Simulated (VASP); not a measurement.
Wanted: the native input for a VASP 6.6.1 run.

| Item | Value |
| --- | --- |
| Task | relaxation of cell and atoms |
| Functional | PBE |
| Potentials or basis | VASP PAW PBE potentials, release 64 (Hf_pv, N) |
| Cutoff | 600 eV |
| k mesh | 14 × 14 × 14 |
| Occupations | fermi-dirac, width 0.08 eV |
| Spin | no spin polarisation |
| Target pressure | 22 GPa |
| Dipole correction | no |
| Further INCAR settings | ALGO = Normal; EDIFF = 1e-07; IBRION = 2; EDIFFG = -0.005; NSW = 60; ISIF = 3 |

The structure of HfN (zincblende type) lies in POSCAR:

```
HfN
1.0
    0.0000000000      2.3393891163      2.3393891163
    2.3393891163      0.0000000000      2.3393891163
    2.3393891163      2.3393891163      0.0000000000
Hf N
1 1
Direct
    0.0000000000      0.0000000000      0.0000000000
    0.2500000000      0.2500000000      0.2500000000
```

One way to write it, as run:

INCAR

```
ALGO = Normal ; EDIFF = 1E-7
EDIFFG = -0.005 ; ENCUT = 600
GGA = PE ; IBRION = 2
ISIF = 3 ; ISMEAR = -1
LASPH = True ; LCHARG = False
LREAL = False ; LWAVE = False
NELM = 60 ; NSW = 60
PREC = Accurate ; PSTRESS = 220.0
SIGMA = 0.08
```

KPOINTS

```
k-points
0
Gamma
  14 14 14
```

Potentials or basis: VASP PAW PBE potentials, release 64 (Hf_pv, N).

The run is started by

```sh
$ cat potpaw_PBE.64/Hf_pv/POTCAR potpaw_PBE.64/N/POTCAR > POTCAR
$ mpirun -np 1 vasp_std > vasp.out
```

It gave:

```yaml
Relaxed_volume: 13.46 Å³/atom
Relaxed_cell: a = 3.364 Å, b = 3.364 Å, c = 3.364 Å, α = 60.00°, β = 60.00°, γ = 60.00°
Space_group_after_relaxing_to_0.1_Å: F-43m (No. 216)
Energy_change_on_relaxing_the_run_minimises_the_enthalpy: -120.1 meV/atom
Ionic_steps: 4
Pressure_after_relaxing: 22.0 GPa
Band_gap_on_the_k_mesh: zero (an odd number of electrons rules out a gap without spin polarisation)
```

Caveat: the cell is relaxed towards a set pressure, so the run minimises the enthalpy, not the energy; spin-orbit coupling is left out, which moves the levels of the heavy elements.

Run time: 3.3 min on 1 thread of Intel Xeon 8259CL, with other jobs on the host, peak memory 0.2 GiB.
